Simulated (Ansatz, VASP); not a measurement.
**One calculation of Sb2Se5, two programs**

```
CELL_PARAMETERS angstrom
-3.92266 3.92266 3.40989
3.92266 -3.92266 3.40989
3.92266 3.92266 -3.40989
ATOMIC_POSITIONS crystal
Sb 0.20189 0.20189 0.00000
Sb 0.79811 0.79811 0.00000
Se 0.50000 0.50000 0.50000
Se 0.00000 0.00000 0.50000
Se 0.50000 0.00000 0.00000
Se 0.00000 0.50000 0.00000
Se 0.50000 0.50000 0.00000
```

Alike in both runs: task relaxation of cell and atoms; functional PBE; k mesh 4 × 4 × 4; occupations gaussian, width 0.1 eV; no spin polarisation.

|  | VASP | Ansatz |
| --- | --- | --- |
| version | VASP 6.6.1 | Ansatz 0.2.0 |
| potentials or method | VASP PAW PBE potentials, release 64 (Sb, Se), cutoff 600 eV | scalar-relativistic, plane waves, PAW |
| valence electrons in the cell | 40 | 110 |

Ansatz gave:

```
gap on the k mesh at the Fermi level, each at its own relaxed structure (eV)  : none
relaxed volume (Å³/atom)                                                      : 35.06
relaxed length of the cell vector where the two differ most in proportion (Å) : 6.875
```

Estimate VASP's values.

gap on the k mesh at the Fermi level, each at its own relaxed structure (eV): none; relaxed volume (Å³/atom): 35.07; relaxed length of the cell vector where the two differ most in proportion (Å): 6.877.

A gap of «none» marks a metal or a gap that the smearing closes. VASP's potentials hold 40 valence electrons a cell and Ansatz's 110, so a difference there can come from the potentials and not from the codes.

Spin-orbit coupling is off throughout. Noted on VASP's run: the volume moved by over 15 % at a fixed basis, so the end points are rough.
